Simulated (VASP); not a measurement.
# BaRu3 (Pm-3m) in VASP: notebook

Runs on BaRu3. Level: PBEsol. Tasks: single point.

Program: VASP 6.6.1. These are calculated values, not measurements. Logs are shortened: lines on timing, memory, paths and dates and some standing lists are left out, and cuts for length are marked.

### 1 The cell of the first run

It takes space group Pm-3m (No. 221, cubic). Conventional cell: a = 4.460 Å, b = 4.460 Å, c = 4.460 Å, α = 90.00°, β = 90.00°, γ = 90.00°. Ba (site symmetry m-3m) has 12 Ru at 3.15 Å within 4.1 Å. Ru (site symmetry 4/mmm) has 4 Ba at 3.15 Å and 8 Ru at 3.15 Å within 4.1 Å.

### 2 Single point, PBEsol

Contents of INCAR:

```
PREC = Accurate ; ENCUT = 560
EDIFF = 1E-6 ; ISMEAR = 0
SIGMA = 0.05 ; LREAL = F
LASPH = T ; NELM = 120
ALGO = Normal ; ISIF = 2
LWAVE = F ; LCHARG = T
GGA = PS ; LELF = T
LVHAR = T ; NBANDS = 37
GGA_COMPAT = F
```

Contents of KPOINTS:

```
regular mesh
0
Gamma
  8 8 8
```

Contents of POSCAR:

```
BaRu3
1.0
    4.4595552788      0.0000000000      0.0000000000
    0.0000000000      4.4595552788      0.0000000000
    0.0000000000      0.0000000000      4.4595552788
Ba Ru
1 3
Direct
    0.0000000000      0.0000000000      0.0000000000
    0.0000000000      0.5000000000      0.5000000000
    0.5000000000      0.5000000000      0.0000000000
    0.5000000000      0.0000000000      0.5000000000
```

Potentials or basis: VASP PAW PBE potentials, release 64 (Ba_sv, Ru_sv).

Run with:

```bash
> cat potpaw_PBE.64/Ba_sv/POTCAR potpaw_PBE.64/Ru_sv/POTCAR > POTCAR
> mpirun -np 1 vasp_std > vasp.out
```

OUTCAR:

```text
PREC = Accurate
   ENCUT = 560
   EDIFF = 1E-6
   ISMEAR = 0
   LREAL = F
   LASPH = T
   NELM = 120
   ISIF = 2
   GGA = PS

 ion  position               nearest neighbor table
   1  0.000  0.000  0.000-   2 3.15   3 3.15   4 3.15   2 3.15   4 3.15   2 3.15   3 3.15   2 3.15
                             3 3.15   4 3.15   4 3.15   3 3.15
   2  0.000  0.500  0.500-   1 3.15   1 3.15   1 3.15   1 3.15
   3  0.500  0.500  0.000-   1 3.15   1 3.15   1 3.15   1 3.15
   4  0.500  0.000  0.500-   1 3.15   1 3.15   1 3.15   1 3.15

  LATTYP: Found a simple cubic cell.
 ALAT       =     4.4595552788

  Lattice vectors:

 A1 = (   4.4595552788,   0.0000000000,   0.0000000000)
 A2 = (   0.0000000000,   4.4595552788,   0.0000000000)
 A3 = (   0.0000000000,   0.0000000000,   4.4595552788)

Analysis of symmetry for initial positions (statically):
=====================================================================
 Subroutine PRICEL returns:
 Original cell was already a primitive cell.

 Routine SETGRP: Setting up the symmetry group for a
 simple cubic supercell.

 Subroutine GETGRP returns: Found 48 space group operations
 (whereof 48 operations were pure point group operations)
 out of a pool of 48 trial point group operations.

The static configuration has the point symmetry O_h .

Analysis of symmetry for dynamics (positions and initial velocities):
=====================================================================
 Subroutine PRICEL returns:
 Original cell was already a primitive cell.

 Routine SETGRP: Setting up the symmetry group for a
 simple cubic supercell.

 Subroutine GETGRP returns: Found 48 space group operations
 (whereof 48 operations were pure point group operations)
 out of a pool of 48 trial point group operations.

The dynamic configuration has the point symmetry O_h .

 Subroutine INISYM returns: Found 48 space group operations
 (whereof 48 operations are pure point group operations),
 and found     1 'primitive' translations

----------------------------------------------------------------------------------------

                                     Primitive cell

  volume of cell :      88.6900

  direct lattice vectors                    reciprocal lattice vectors
     4.459555279  0.000000000  0.000000000     0.224237606  0.000000000  0.000000000
     0.000000000  4.459555279  0.000000000     0.000000000  0.224237606  0.000000000
[... 82 lines left out ...]
   ICHARG =      2    charge: 1-file 2-atom 10-const
   ISPIN  =      1    spin polarized calculation?
   LNONCOLLINEAR =      F non collinear calculations
   LSORBIT =      F    spin-orbit coupling
   LASPH  =      T    aspherical Exc in radial PAW
   ENCUT  =  560.0 eV  41.16 Ry    6.42 a.u.   8.60  8.60  8.60*2*pi/ulx,y,z
   NELM   =    120;   NELMIN=  2; NELMDL= -5     # of ELM steps
   EDIFF  = 0.1E-05   stopping-criterion for ELM
   LREAL  =      F    real-space projection
   EDIFFG = 0.1E-04   stopping-criterion for IOM
   NSW    =      0    number of steps for IOM
   IBRION =     -1    ionic relax: 0-MD 1-quasi-New 2-CG
   NFREE  =      0    steps in history (QN), initial steepest desc. (CG)
   ISIF   =      2    stress and relaxation
   ISYM   =      2    0-nonsym 1-usesym 2-fastsym
   POTIM  = 0.5000    time-step for ionic-motion
   TEBEG  =    0.0;   TEEND  =   0.0 temperature during run
   PSTRESS=    0.0 pullay stress
   NELECT =      58.0000    total number of electrons
   NUPDOWN=      -1.0000    fix difference up-down
   EMIN   =  10.00;   EMAX   =-10.00  energy-range for DOS
   EFERMI =   0.00;   METHOD = LEGACY
   ISMEAR =     0;   SIGMA  =   0.05  broadening in eV -4-tet -1-fermi 0-gaus
   EFERMI_NEDOS =   21; number of points for ismear=-14 and -15
   IALGO  =     38    algorithm
   IMIX   =      4    mixing-type and parameters
     AMIX     =   0.40;   BMIX     =  1.00
     AMIX_MAG =   1.60;   BMIX_MAG =  1.00
  volume/ion in A,a.u.               =      22.17       149.63
  Fermi-wavevector in a.u.,A,eV,Ry     =   1.420995  2.685292 27.473256  2.019227
  Thomas-Fermi vector in A             =   2.541852
   LORBIT       =      0    0 simple, 1 ext, 2 COOP (PROOUT), +10 PAW based schemes
   GGA     = PS    functional components
   LHFCALC =     F    Hartree Fock is set to
   AEXX    =    0.0000 exact exchange contribution
   IVDW    =     0    specifies the selected vdW correction
   LEPSILON=     F    determine dielectric tensor
   LRPA    =     F    only Hartree local field effects (RPA)
 non-spin polarized calculation
 Gauss-broadening in eV      SIGMA  =   0.05
  energy-cutoff  :      560.00
  volume of cell :       88.69
 maximum number of plane-waves:      2721
 NGX is ok and might be reduce to    36
   NGX = 17   NGY = 17   NGZ = 17

 number of electron      57.9999991 magnetization

 Free energy of the ion-electron system (eV)
  ---------------------------------------------------
  ext. energy  EPLUGINS =         0.00000000
  ---------------------------------------------------
  free energy    TOTEN  =       -25.81748677 eV

  energy without entropy =      -25.79954556  energy(sigma->0) =      -25.80851616

 E-fermi :   6.6888     XC(G=0): -11.5391

 val. band max:        6.6796908851   @ k =   0.3750   0.2500   0.2500
 cond. band min:       6.6905511569   @ k =   0.2500   0.1250   0.1250
 fundamental gap:      0.0108602717
 Fermi energy:         6.6887541731

 k-point     1 :       0.0000    0.0000    0.0000
  band No.  band energies     occupation
      1     -65.0263      2.00000
      2     -65.0057      2.00000
      3     -65.0057      2.00000
      4     -35.1508      2.00000
      5     -35.1508      2.00000
      6     -35.1508      2.00000
[... 949 lines left out ...]
     36      11.0774      0.00000
     37      11.3383      0.00000

 [... further k-points ...]
[... 5 lines left out ...]
  --------------------------------------------------------------------------------------
  -------------------------------------------------------------------------------------
  Total       -9.6686098     -9.6686098     -9.6686098     -0.0000000      0.0000000     -0.0000000
  in kB     -174.6626168   -174.6626168   -174.6626168     -0.0000000      0.0000000     -0.0000000
  external PRESSURE =    -174.6626168 kB  Pullay stress =       0.0000000 kB

 VOLUME and BASIS-vectors are now :
 -----------------------------------------------------------------------------
  energy-cutoff  :      560.00
  volume of cell :       88.69
      direct lattice vectors                 reciprocal lattice vectors
     4.459555279  0.000000000  0.000000000     0.224237606  0.000000000  0.000000000
     0.000000000  4.459555279  0.000000000     0.000000000  0.224237606  0.000000000
     0.000000000  0.000000000  4.459555279     0.000000000  0.000000000  0.224237606

 POSITION                                       TOTAL-FORCE (eV/Angst)
 -----------------------------------------------------------------------------------
      0.00000      0.00000      0.00000         0.000000      0.000000      0.000000
      0.00000      2.22978      2.22978         0.000000      0.000000      0.000000
      2.22978      2.22978      0.00000         0.000000      0.000000      0.000000
      2.22978      0.00000      2.22978         0.000000      0.000000      0.000000
 -----------------------------------------------------------------------------------
    total drift:                                0.000000      0.000000      0.000000

  FREE ENERGIE OF THE ION-ELECTRON SYSTEM (eV)
  ---------------------------------------------------
  free  energy   TOTEN  =       -25.8174867688 eV

  energy  without entropy=      -25.7995455580  energy(sigma->0) =      -25.80851616
```

OSZICAR:

```text
N       E                     dE             d eps       ncg     rms          rms(c)
DAV:   1     0.788293701821E+03    0.78829E+03   -0.37841E+04  2694   0.172E+03
DAV:   2     0.701938963553E+01   -0.78127E+03   -0.76452E+03  2972   0.534E+02
DAV:   3    -0.276435412586E+02   -0.34663E+02   -0.32852E+02  3483   0.114E+02
DAV:   4    -0.288035317608E+02   -0.11600E+01   -0.11417E+01  3448   0.173E+01
DAV:   5    -0.288274660733E+02   -0.23934E-01   -0.23914E-01  3327   0.232E+00    0.215E+01
DAV:   6    -0.263914996692E+02    0.24360E+01   -0.27032E+01  2921   0.254E+01    0.687E+00
DAV:   7    -0.258303790694E+02    0.56112E+00   -0.32006E+00  2852   0.997E+00    0.421E+00
DAV:   8    -0.258213731604E+02    0.90059E-02   -0.15301E-01  3549   0.178E+00    0.898E-01
DAV:   9    -0.258175305924E+02    0.38426E-02   -0.17638E-02  2926   0.712E-01    0.265E-01
DAV:  10    -0.258174834750E+02    0.47117E-04   -0.64138E-04  2985   0.176E-01    0.575E-02
DAV:  11    -0.258174861400E+02   -0.26650E-05   -0.91057E-05  3038   0.578E-02    0.173E-02
DAV:  12    -0.258174867688E+02   -0.62876E-06   -0.99075E-06  2937   0.148E-02
   1 F= -.25817487E+02 E0= -.25808516E+02  d E =-.179412E-01
```

stdout:

```text
POSCAR found type information on POSCAR BaRu
 POSCAR found :  2 types and       4 ions
 scaLAPACK will be used
 -----------------------------------------------------------------------------
|                                                                             |
|                                                                             |
|     You enforced a specific xc type in the INCAR file but a different       |
|     I HOPE YOU KNOW WHAT YOU ARE DOING!                                     |
|                                                                             |
 -----------------------------------------------------------------------------

 LDA part: xc-table for (Slater+PW92), standard interpolation
 POSCAR, INCAR and KPOINTS ok, starting setup
 FFT: planning ... GRIDC
 FFT: planning ... GRID_SOFT
 FFT: planning ... GRID
 WAVECAR not read
 entering main loop
```

Wall time 82 s (1 thread of AMD EPYC 7R13 (Zen 3), shared host); peak memory 0.24 GiB.

Results:

| Quantity | Value |
| --- | --- |
| Free energy | -25.8175 eV |
| Pressure | -17.5 GPa |
| Band gap on the k mesh | zero (bands 29 and 30 overlap by 1.19 eV) |

Levels at points of the mesh, in eV from the Fermi level:
| k point | band 27 | band 28 | band 29 | band 30 | band 31 | band 32 |
| --- | --- | --- | --- | --- | --- | --- |
| (0.00, 0.00, 0.00) | 0.38 | 0.38 | 1.00 | 1.27 | 1.27 | 1.27 |
| (0.50, 0.00, 0.00) | -0.24 | -0.14 | 0.04 | 0.04 | 0.17 | 0.52 |
| (0.50, 0.50, 0.00) | -0.45 | -0.40 | -0.19 | -0.19 | 0.05 | 0.09 |
| (0.50, 0.50, 0.50) | -0.23 | -0.23 | 0.86 | 1.03 | 1.03 | 1.03 |

Caveat: the cell stands under tension; the PAW data sets were made with another functional, which shifts forces and pressure a little; spin-orbit coupling is left out, which moves the levels of the heavy elements.

### 3 Single point, PBEsol (16.50 Å³/atom)

This run uses another cell than the first one, of 16.50 Å³/atom.

Contents of INCAR:

```
PREC = Accurate
ENCUT = 560
EDIFF = 1E-6
ISMEAR = 0
SIGMA = 0.05
LREAL = F
LASPH = T
NELM = 120
ALGO = Normal
ISIF = 2
LWAVE = F
LCHARG = F
GGA = PS
NBANDS = 37
GGA_COMPAT = F
```

Contents of KPOINTS:

```
Automatic mesh
0
Gamma
  8 8 8
```

Contents of POSCAR:

```
BaRu3
1.0
    4.0416242391      0.0000000000      0.0000000000
    0.0000000000      4.0416242391      0.0000000000
    0.0000000000      0.0000000000      4.0416242391
Ba Ru
1 3
Direct
    0.0000000000      0.0000000000      0.0000000000
    0.0000000000      0.5000000000      0.5000000000
    0.5000000000      0.5000000000      0.0000000000
    0.5000000000      0.0000000000      0.5000000000
```

Potentials or basis: VASP PAW PBE potentials, release 64 (Ba_sv, Ru_sv).

Run with:

```bash
> cat potpaw_PBE.64/Ba_sv/POTCAR potpaw_PBE.64/Ru_sv/POTCAR > POTCAR
> mpirun -np 1 vasp_std > vasp.out
```

Wall time 74 s (1 thread of Intel Xeon Platinum 8375C at 2.90GHz (Ice Lake), shared host); peak memory 0.22 GiB.

It converged, with:

```yaml
Free_energy: -26.9612 eV
Pressure: 9.0 GPa
Band_gap_on_the_k_mesh: zero (bands 29 and 30 overlap by 1.66 eV)
```

Levels at points of the mesh, in eV from the Fermi level:
| k point | band 27 | band 28 | band 29 | band 30 | band 31 | band 32 |
| --- | --- | --- | --- | --- | --- | --- |
| (0.00, 0.00, 0.00) | 0.50 | 0.50 | 1.47 | 1.94 | 1.94 | 1.94 |
| (0.50, 0.00, 0.00) | -0.46 | -0.42 | 0.05 | 0.05 | 0.72 | 1.19 |
| (0.50, 0.50, 0.00) | -0.93 | -0.15 | -0.13 | -0.01 | 0.09 | 0.09 |
| (0.50, 0.50, 0.50) | -0.68 | -0.68 | 0.65 | 1.53 | 1.53 | 1.53 |

Caveat: the cell stands under pressure; the PAW data sets were made with another functional, which shifts forces and pressure a little; spin-orbit coupling is left out, which moves the levels of the heavy elements.
